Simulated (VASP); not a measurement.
# LiCl in VASP: notebook, part 2 of 2

VASP 6.6.1. The steps go on from the part before.

## 3. Single point, PBE

This run uses another cell than the first one: it holds 4 atoms, not 8.

Input file INCAR:

```
PREC = Accurate
ENCUT = 520
EDIFF = 1E-7
ISMEAR = 0
SIGMA = 0.1
LREAL = F
LASPH = T
NELM = 100
ALGO = Normal
ISIF = 2
LWAVE = F
LCHARG = F
GGA = PE
NBANDS = 18
```

Input file KPOINTS:

```
regular mesh
0
Gamma
  6 6 4
```

Input file POSCAR:

```
LiCl
1.0
    3.1458469090     -1.8229706337      0.0628263106
    3.1458469090      1.8229706337      0.0628263106
   -2.2079433755      0.0000000000      5.9043222449
Li Cl
2 2
Direct
    0.3749954996      0.8750203428      0.6248646880
    0.8750203428      0.3749954996      0.1248646880
    0.1250795199      0.6249046378      0.8751353120
    0.6249046378      0.1250795199      0.3751353120
```

Potentials or basis: VASP PAW PBE potentials, release 64 (Li_sv, Cl).

On the command line:

```console
> cat potpaw_PBE.64/Li_sv/POTCAR potpaw_PBE.64/Cl/POTCAR > POTCAR
> mpirun -np 1 vasp_std > vasp.out
```

OUTCAR:

```text
PREC = Accurate
   ENCUT = 520
   EDIFF = 1E-7
   ISMEAR = 0
   LREAL = F
   LASPH = T
   NELM = 100
   ISIF = 2
   GGA = PE

 ion  position               nearest neighbor table
   1  0.375  0.875  0.625-   4 2.57   3 2.57   4 2.58   4 2.58   3 2.58   3 2.58
   2  0.875  0.375  0.125-   3 2.57   4 2.57   3 2.58   3 2.58   4 2.58   4 2.58
   3  0.125  0.625  0.875-   2 2.57   1 2.57   2 2.58   2 2.58   1 2.58   1 2.58
   4  0.625  0.125  0.375-   1 2.57   2 2.57   1 2.58   1 2.58   2 2.58   2 2.58

  LATTYP: Found a base centered monoclinic cell.
 ALAT       =     6.2929484092
 B/A-ratio  =     0.5793693243
 C/A-ratio  =     1.0017009695
 COS(beta)  =    -0.3314919947

  Lattice vectors:

 A1 = (   3.1458469090,  -1.8229706337,   0.0628263106)
 A2 = (   3.1458469090,   1.8229706337,   0.0628263106)
 A3 = (  -2.2079433755,   0.0000000000,   5.9043222449)

Analysis of symmetry for initial positions (statically):
=====================================================================
 Subroutine PRICEL returns:
 Original cell was already a primitive cell.

 Routine SETGRP: Setting up the symmetry group for a
 base centered monoclinic supercell.

 Subroutine GETGRP returns: Found  2 space group operations
 (whereof  1 operations were pure point group operations)
 out of a pool of  4 trial point group operations.

The static configuration has the point symmetry C_1 .
 The point group associated with its full space group is C_1h.

Analysis of symmetry for dynamics (positions and initial velocities):
=====================================================================
 Subroutine PRICEL returns:
 Original cell was already a primitive cell.

 Routine SETGRP: Setting up the symmetry group for a
 base centered monoclinic supercell.

 Subroutine GETGRP returns: Found  2 space group operations
 (whereof  1 operations were pure point group operations)
 out of a pool of  4 trial point group operations.
[... 124 lines left out ...]
   IMIX   =      4    mixing-type and parameters
     AMIX     =   0.40;   BMIX     =  1.00
     AMIX_MAG =   1.60;   BMIX_MAG =  1.00
  volume/ion in A,a.u.               =      17.06       115.10
  Fermi-wavevector in a.u.,A,eV,Ry     =   1.087515  2.055105 16.091460  1.182689
  Thomas-Fermi vector in A             =   2.223676
   LORBIT       =      0    0 simple, 1 ext, 2 COOP (PROOUT), +10 PAW based schemes
   GGA     = PE    functional components
   LHFCALC =     F    Hartree Fock is set to
   AEXX    =    0.0000 exact exchange contribution
   IVDW    =     0    specifies the selected vdW correction
   LEPSILON=     F    determine dielectric tensor
   LRPA    =     F    only Hartree local field effects (RPA)
 non-spin polarized calculation
 Gauss-broadening in eV      SIGMA  =   0.10
  energy-cutoff  :      520.00
  volume of cell :       68.23
 maximum number of plane-waves:      1853
   NGX = 13   NGY = 13   NGZ = 23

 number of electron      19.9999998 magnetization

 Free energy of the ion-electron system (eV)
  ---------------------------------------------------
  ext. energy  EPLUGINS =         0.00000000
  ---------------------------------------------------
  free energy    TOTEN  =       -14.77227904 eV

  energy without entropy =      -14.77227904  energy(sigma->0) =      -14.77227904

 E-fermi :   0.9625     XC(G=0):  -8.6836

 val. band max:        0.5066112521   @ k =   0.0000   0.0000   0.0000
 cond. band min:       6.7758910462   @ k =   0.0000   0.0000   0.0000
 fundamental gap:      6.2692797941
 Fermi energy:         0.9625092367

 k-point     1 :       0.0000    0.0000    0.0000
  band No.  band energies     occupation
      1     -43.0438      2.00000
      2     -43.0412      2.00000
      3     -12.8603      2.00000
      4     -12.3067      2.00000
      5      -2.2697      2.00000
      6       0.2432      2.00000
[... 481 lines left out ...]
      5      -1.7535      2.00000
      6      -1.2084      2.00000
[... 10 lines left out ...]
     17      11.8594      0.00000
     18      12.1915      0.00000

 [... further k-points ...]

------------------------ aborting loop because EDIFF is reached ----------------------------------------

  FORCE on cell =-STRESS in cart. coord.  units (eV):
  Direction    XX          YY          ZZ          XY          YZ          ZX
  --------------------------------------------------------------------------------------
  -------------------------------------------------------------------------------------
  Total        0.0054637     -0.0539372     -0.0390036      0.0000000      0.0000000     -0.0029473
  in kB        0.1283060     -1.2666320     -0.9159381      0.0000000      0.0000000     -0.0692122
  external PRESSURE =      -0.6847547 kB  Pullay stress =       0.0000000 kB

 VOLUME and BASIS-vectors are now :
 -----------------------------------------------------------------------------
  energy-cutoff  :      520.00
  volume of cell :       68.23
      direct lattice vectors                 reciprocal lattice vectors
     3.145846909 -1.822970634  0.062826311     0.157761501 -0.274277594  0.058995503
     3.145846909  1.822970634  0.062826311     0.157761501  0.274277594  0.058995503
    -2.207943376  0.000000000  5.904322245    -0.003357396  0.000000000  0.168111939

 POSITION                                       TOTAL-FORCE (eV/Angst)
 -----------------------------------------------------------------------------------
      2.55269      0.91153      3.76794        -0.000481     -0.000036      0.000994
      3.65666     -0.91153      0.81578        -0.000481      0.000036      0.000994
      0.42709      0.91117      5.21420         0.000481      0.000444     -0.000994
      1.53106     -0.91117      2.26204         0.000481     -0.000444     -0.000994
 -----------------------------------------------------------------------------------
    total drift:                               -0.000031      0.000000      0.000055

  FREE ENERGIE OF THE ION-ELECTRON SYSTEM (eV)
  ---------------------------------------------------
  free  energy   TOTEN  =       -14.7722790374 eV

  energy  without entropy=      -14.7722790374  energy(sigma->0) =      -14.77227904
```

OSZICAR:

```text
N       E                     dE             d eps       ncg     rms          rms(c)
DAV:   1     0.123050088728E+03    0.12305E+03   -0.90602E+03  1692   0.110E+03
DAV:   2    -0.201066660431E+01   -0.12506E+03   -0.12121E+03  2156   0.240E+02
DAV:   3    -0.145757709866E+02   -0.12565E+02   -0.12495E+02  3186   0.635E+01
DAV:   4    -0.148889606993E+02   -0.31319E+00   -0.31264E+00  2234   0.110E+01
DAV:   5    -0.149037244993E+02   -0.14764E-01   -0.14761E-01  2582   0.196E+00    0.336E+00
DAV:   6    -0.147599440530E+02    0.14378E+00   -0.24667E-01  1968   0.248E+00    0.240E+00
DAV:   7    -0.147636655377E+02   -0.37215E-02   -0.99425E-02  2380   0.163E+00    0.127E+00
DAV:   8    -0.147721737051E+02   -0.85082E-02   -0.19370E-02  2092   0.849E-01    0.229E-01
DAV:   9    -0.147720683926E+02    0.10531E-03   -0.82726E-04  2278   0.198E-01    0.772E-02
DAV:  10    -0.147722677788E+02   -0.19939E-03   -0.23918E-04  1926   0.108E-01    0.102E-02
DAV:  11    -0.147722783051E+02   -0.10526E-04   -0.12451E-05  2318   0.268E-02    0.213E-02
DAV:  12    -0.147722795217E+02   -0.12166E-05   -0.74086E-06  1914   0.149E-02    0.136E-02
DAV:  13    -0.147722790265E+02    0.49519E-06   -0.57523E-07  2228   0.480E-03    0.263E-03
DAV:  14    -0.147722790374E+02   -0.10921E-07   -0.28108E-08  1080   0.124E-03
   1 F= -.14772279E+02 E0= -.14772279E+02  d E =-.675937E-12
```

stdout:

```text
POSCAR found type information on POSCAR LiCl
 POSCAR found :  2 types and       4 ions
 scaLAPACK will be used
 LDA part: xc-table for (Slater+PW92), standard interpolation
 POSCAR, INCAR and KPOINTS ok, starting setup
 FFT: planning ... GRIDC
 FFT: planning ... GRID_SOFT
 FFT: planning ... GRID
 WAVECAR not read
 entering main loop
```

Run time: 27 s. Hardware: 1 thread of Intel Xeon 6975P-C (Granite Rapids), shared host; peak memory 0.2 GiB.

What came out:

- Free energy: -14.7723 eV
- Band gap on the k mesh: 6.27 eV

Levels at points of the mesh, in eV from the valence-band top:
| k point | band 8 | band 9 | band 10 | band 11 | band 12 | band 13 |
| --- | --- | --- | --- | --- | --- | --- |
| (0.00, 0.00, 0.00) | -0.02 | -0.01 | 0.00 | 6.27 | 6.74 | 9.47 |
| (0.50, 0.00, 0.00) | -1.28 | -0.70 | -0.70 | 8.16 | 8.16 | 9.56 |
| (0.50, 0.50, 0.00) | -1.09 | -0.27 | -0.26 | 6.73 | 7.85 | 8.29 |
| (0.00, 0.00, 0.50) | -0.14 | -0.13 | -0.13 | 7.18 | 7.18 | 10.65 |
| (0.50, 0.00, 0.50) | -1.08 | -0.26 | -0.25 | 6.74 | 7.85 | 8.30 |
| (0.50, 0.50, 0.50) | -1.27 | -0.72 | -0.72 | 8.14 | 8.14 | 9.57 |

Caveat: the cutoff is under 1.25 times the usual one of these potentials, so pressure, stress and relaxed cells hold a basis-set (Pulay) error. A k mesh can miss the band edges.

## 4. Single point, PBE (15.52 Å³/atom)

Input file INCAR:

```
SYSTEM = LiCl
  ALGO = Normal
  EDIFF = 1E-6
  ENCUT = 520
  GGA = PE
  ISIF = 2
  ISMEAR = 0
  LASPH = .TRUE.
  LCHARG = .FALSE.
  LREAL = .FALSE.
  LWAVE = .FALSE.
  NBANDS = 12
  NELM = 100
  PREC = Accurate
  SIGMA = 0.02
```

Input file KPOINTS:

```
k-points
0
G
  8 8 8
  0 0 0
```

Input file POSCAR:

```
LiCl
1.0
    0.0000000000      2.4944649204      2.4944649204
    2.4944649204      0.0000000000      2.4944649204
    2.4944649204      2.4944649204      0.0000000000
Li Cl
1 1
Direct
    0.0000000000      0.0000000000      0.0000000000
    0.5000000000      0.5000000000      0.5000000000
```

On the command line:

```console
> cat potpaw_PBE.64/Li_sv/POTCAR potpaw_PBE.64/Cl/POTCAR > POTCAR
> mpirun -np 1 vasp_std > vasp.out
```

It took 17 s on 1 thread of Intel Xeon Platinum 8375C at 2.90GHz (Ice Lake), shared host; peak memory 0.15 GiB.

It converged, with:

- Free energy: -7.3533 eV
- Band gap on the k mesh: 6.84 eV (least direct gap 6.85 eV)

Levels at points of the mesh, in eV from the valence-band top:
| k point | band 1 | band 2 | band 3 | band 4 | band 5 | band 6 | band 7 | band 8 | band 9 | band 10 |
| --- | --- | --- | --- | --- | --- | --- | --- | --- | --- | --- |
| (0.00, 0.00, 0.00) | -43.39 | -13.71 | 0.00 | 0.00 | 0.00 | 6.85 | 12.00 | 12.00 | 12.00 | 14.85 |
| (0.50, 0.00, 0.00) | -43.39 | -13.02 | -3.17 | -0.29 | -0.29 | 6.84 | 9.53 | 9.53 | 13.87 | 17.49 |
| (0.50, 0.50, 0.00) | -43.39 | -12.71 | -3.29 | -1.27 | -1.27 | 8.07 | 8.15 | 13.18 | 14.77 | 14.77 |

Caveat: the cutoff is under 1.25 times the usual one of these potentials, so pressure, stress and relaxed cells hold a basis-set (Pulay) error. A k mesh can miss the band edges.

## 5. Single point, PBE (15.01 Å³/atom)

Input file INCAR:

```
PREC = Accurate
ENCUT = 520
EDIFF = 1E-6
ISMEAR = 0
SIGMA = 0.02
LREAL = F
LASPH = T
NELM = 80
ALGO = Normal
ISIF = 2
LWAVE = F
LCHARG = F
GGA = PE
NBANDS = 12
```

Input file KPOINTS:

```
regular mesh
0
Gamma
  8 8 8
```

Input file POSCAR:

```
LiCl
1.0
    0.0000000000      2.4667463493      2.4667463493
    2.4667463493      0.0000000000      2.4667463493
    2.4667463493      2.4667463493      0.0000000000
Li Cl
1 1
Direct
    0.0000000000      0.0000000000      0.0000000000
    0.5000000000      0.5000000000      0.5000000000
```

On the command line:

```console
> cat potpaw_PBE.64/Li_sv/POTCAR potpaw_PBE.64/Cl/POTCAR > POTCAR
> mpirun -np 1 vasp_std > vasp.out
```

Wall time 17 s (1 thread of Intel Xeon Platinum 8375C at 2.90GHz (Ice Lake), shared host); peak memory 0.15 GiB.

The run converged. Its results:

* Free energy: -7.3244 eV
* Band gap on the k mesh: 6.87 eV (least direct gap 7.07 eV)

Levels at points of the mesh, in eV from the valence-band top:
| k point | band 2 | band 3 | band 4 | band 5 | band 6 | band 7 | band 8 | band 9 |
| --- | --- | --- | --- | --- | --- | --- | --- | --- |
| (0.00, 0.00, 0.00) | -13.85 | 0.00 | 0.00 | 0.00 | 7.07 | 12.01 | 12.01 | 12.01 |
| (0.50, 0.00, 0.00) | -13.11 | -3.32 | -0.31 | -0.31 | 6.87 | 9.53 | 9.53 | 14.24 |
| (0.50, 0.50, 0.00) | -12.77 | -3.47 | -1.34 | -1.34 | 8.08 | 8.14 | 13.49 | 15.05 |

Caveat: the cutoff is under 1.25 times the usual one of these potentials, so pressure, stress and relaxed cells hold a basis-set (Pulay) error.

## 6. Overview

| cell | k mesh | smearing | gap on the mesh (eV) |
| --- | --- | --- | --- |
| a = 3.650, b = 6.301, c = 6.311 Å, angles 109.3, 90.1, 90.0°, 8 atoms, atomic positions A | 4 × 2 × 2 | gaussian 0.1 eV | 6.25 |
| a = 3.636, b = 3.636, c = 6.304 Å, angles 106.7, 106.7, 60.2°, 4 atoms, atomic positions B | 6 × 6 × 4 | gaussian 0.1 eV | 6.27 |
| a = 3.528 Å, angles 60.0°, 2 atoms, atomic positions C | 8 × 8 × 8 | gaussian 0.02 eV | 6.84 |
| a = 3.489 Å, angles 60.0°, 2 atoms, atomic positions C | 8 × 8 × 8 | gaussian 0.02 eV | 6.87 |

Alike in all rows: task single point; level PBE; potentials or basis VASP PAW PBE potentials, release 64 (Li_sv, Cl); no spin polarisation; cutoff (eV) 520.

Caveats: some runs use coarse meshes; the cutoff is under 1.25 times the usual one of these potentials, so pressure, stress and relaxed cells hold a basis-set (Pulay) error.

Absolute energies hang on the potentials; compare differences alone.
